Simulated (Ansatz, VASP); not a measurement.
## One calculation of BeTe, two programs

```xyz
2
Lattice="0.0000 2.7281 2.7281 2.7281 0.0000 2.7281 2.7281 2.7281 0.0000" Properties=species:S:1:pos:R:3 pbc="T T T"
Be    0.0000    0.0000    0.0000
Te    1.3641    1.3641    1.3641
```

Alike in both runs: task single point; functional PBE; k mesh 6 × 6 × 6; occupations gaussian, width 0.1 eV; no spin polarisation.

|  | VASP | Ansatz |
| --- | --- | --- |
| version | VASP 6.6.1 | Ansatz 0.2.0 |
| potentials or method | VASP PAW PBE potentials, release 64 (Be, Te), cutoff 520 eV | scalar-relativistic, plane waves, PAW |
| valence electrons in the cell | 8 | 18 |

Ansatz gave:

* gap on the k mesh at the Fermi level (eV): 1.74
* least direct gap on the mesh (eV): 3.54
* pressure (GPa): 8.0

Q: Which values does VASP return?

A: gap on the k mesh at the Fermi level (eV): 1.72; least direct gap on the mesh (eV): 3.51; pressure (GPa): 8.2.

VASP's potentials hold 8 valence electrons a cell and Ansatz's 18, so a difference there can come from the potentials and not from the codes.

Spin-orbit coupling is off throughout.
